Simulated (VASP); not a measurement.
# Zn3P: density of states with PBE+D3(BJ)

The system is Zn3P.

```
Zn P
1.0
     3.97552    0.00000    0.00000
     0.00000    3.97552    0.00000
     0.00000    0.00000    3.97552
Zn P
3 1
Direct
  0.50000 0.50000 0.00000
  0.00000 0.50000 0.50000
  0.50000 0.00000 0.50000
  0.00000 0.00000 0.00000
```

```json
{
 "Program": "VASP 6.6.1",
 "Task": "density of states",
 "Functional": "PBE",
 "Dispersion": "D3(BJ)",
 "Potentials or basis": "VASP PAW PBE potentials, release 64 (Zn, P)",
 "Cutoff": "400 eV",
 "k mesh": "7 × 7 × 7",
 "Occupations": "gaussian, width 0.01 eV",
 "Spin": "no spin polarisation",
 "Dipole correction": "no",
 "k mesh for the DOS": "11 × 11 × 11",
 "Occupations for the DOS": "tetrahedron",
 "Further INCAR settings": "ALGO = Normal; EDIFF = 1e-06"
}
```

The valence electrons inside the program's atomic spheres are Zn 10.70; P 2.39 and the dispersion energy per atom is -0.402 eV.

Levels at points of the mesh, in eV from the Fermi level:
```csv
k point,band 16,band 17,band 18,band 19,band 20,band 21,band 22,band 23,band 24
"(0.00, 0.00, 0.00)",-6.99,-3.89,-3.37,-3.37,-3.37,0.53,0.53,4.24,4.24
```

It took 82 s on 1 thread of Intel Xeon 8259CL, on a shared host, peak memory 0.19 GiB.
